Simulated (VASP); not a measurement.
Input of a VASP 6.6.1 run:

INCAR

```
PREC = Accurate
ENCUT = 520
EDIFF = 1E-6
ISMEAR = 0
SIGMA = 0.05
LREAL = F
LASPH = T
NELM = 60
ALGO = Normal
ISIF = 2
LWAVE = F
LCHARG = F
GGA = PS
IVDW = 12
NBANDS = 20
```

Contents of KPOINTS:

```
regular mesh
0
Gamma
  12 12 12
```

The input POSCAR:

```
WS2
1.0
    1.5790003843      0.9116362969      6.1633300000
   -1.5790003843      0.9116362969      6.1633300000
    0.0000000000     -1.8232725938      6.1633300000
W S
1 2
Direct
   -0.0467339364     -0.0467339364      0.1178053656
    0.7503000000      0.7503000000      0.7503000000
    0.5810000000      0.5810000000      0.5810000000
```

Potentials or basis: VASP PAW PBE potentials, release 64 (W_sv, S).

Launch:

```bash
$ cat potpaw_PBE.64/W_sv/POTCAR potpaw_PBE.64/S/POTCAR > POTCAR
$ mpirun -np 1 vasp_std > vasp.out
```

Question: Predict the dispersion energy per atom.

Answer: -0.384 eV.

Question: Predict the band gap on the k mesh.

Answer: 0.66 eV, indirect (least direct gap 0.76 eV).

Forces on the atoms (eV/Å):
```
W    0.000  7.189 -6.305
S    0.000 -5.286  5.011
S    0.000 -1.903  1.294
```

Caveat: the cell differs from its parent crystal (atom 1 (W) moved by (-0.300, +0.150) A along y and z); the PAW data sets were made with another functional, which shifts forces and pressure a little; spin-orbit coupling is left out, which moves the levels of the heavy elements. A k mesh can miss the band edges.
